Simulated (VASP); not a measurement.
A run of VASP 6.6.1:

Contents of INCAR:

```
SYSTEM = GaP
ALGO = Normal ; EDIFF = 1E-6
ENCUT = 520 ; GGA = PE
ISIF = 2 ; ISMEAR = 0
LASPH = .True. ; LCHARG = .True.
LELF = .True. ; LREAL = .False.
LVHAR = .True. ; LWAVE = .False.
NBANDS = 16 ; NELM = 80
PREC = Accurate ; SIGMA = 0.05
```

The input KPOINTS:

```
k-points
0
Gamma
  10 10 10
  0 0 0
```

Contents of POSCAR:

```
GaP
1.0
    0.0000000000      2.9605664555      2.3092418353
    2.9605664555      0.0000000000      2.3092418353
    2.9605664555      2.9605664555      0.0000000000
Ga P
1 1
Direct
    0.0000000000      0.0000000000      0.0000000000
    0.7500000000      0.7500000000      0.7500000000
```

Potentials or basis: VASP PAW PBE potentials, release 64 (Ga_d, P).

Command:

```console
$ cat potpaw_PBE.64/Ga_d/POTCAR potpaw_PBE.64/P/POTCAR > POTCAR
$ mpirun -np 1 vasp_std > vasp.out
```

Hardware: 1 thread of Intel(R) Xeon(R) 6975P-C (Granite Rapids), with other jobs on the host.

**Question.** How long does it take, and how much memory?

**Answer.** Run time: 23 s on 1 thread of Intel(R) Xeon(R) 6975P-C (Granite Rapids) (shared host), peak memory 0.21 GiB. Counts: scf iterations 12, k points 102.
